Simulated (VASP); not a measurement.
Write the native input for VASP 6.6.1 that does the following.

```yaml
Task: single point
Functional: PBE
Potentials_or_basis: VASP PAW PBE potentials, release 64 (K_sv, H)
Cutoff: 520 eV
k_mesh: 6 × 6 × 4
Occupations: gaussian, width 0.1 eV
Spin: no spin polarisation
Dipole_correction: no
Further_INCAR_settings: ALGO = Normal; EDIFF = 1e-07; NBANDS = 20
```

The structure of KH2 lies in POSCAR:

```
KH2
1.0
   -2.3763955497      4.0291744673     -0.2302235109
    1.5461304738     -1.5521891487     -4.1599851970
   -4.9058634692     -2.7366531858     -0.6257117032
K H
2 4
Direct
    1.0789702581      1.1727522510      1.0022698602
    0.4209221516     -0.1726384375      0.4978033355
    0.7880769055      0.4595571501      0.7082183418
    0.4339532318      0.8161987760      0.0015694605
    0.7121381346      0.5402139220      0.7914900061
    0.0659393183      0.1839163384      0.4986489958
```

These files were run (other wordings do the same):

INCAR

```
PREC = Accurate
ENCUT = 520
EDIFF = 1E-7
ISMEAR = 0
SIGMA = 0.1
LREAL = F
LASPH = T
NELM = 60
ALGO = Normal
ISIF = 2
LWAVE = F
LCHARG = F
GGA = PE
NBANDS = 20
```

KPOINTS

```
Automatic mesh
0
Gamma
  6 6 4
```

Potentials or basis: VASP PAW PBE potentials, release 64 (K_sv, H).

Run with:

```sh
$ cat potpaw_PBE.64/K_sv/POTCAR potpaw_PBE.64/H/POTCAR > POTCAR
$ mpirun -np 1 vasp_std > vasp.out
```

Results of the run:

The pressure is 0.0 GPa. The largest force is 0.026 eV/Å and the band gap on the k mesh is 3.24 eV (least direct gap 3.30 eV).

Run time: 2.6 min on 1 thread of Intel Xeon 8259CL, on a shared host, peak memory 0.31 GiB.
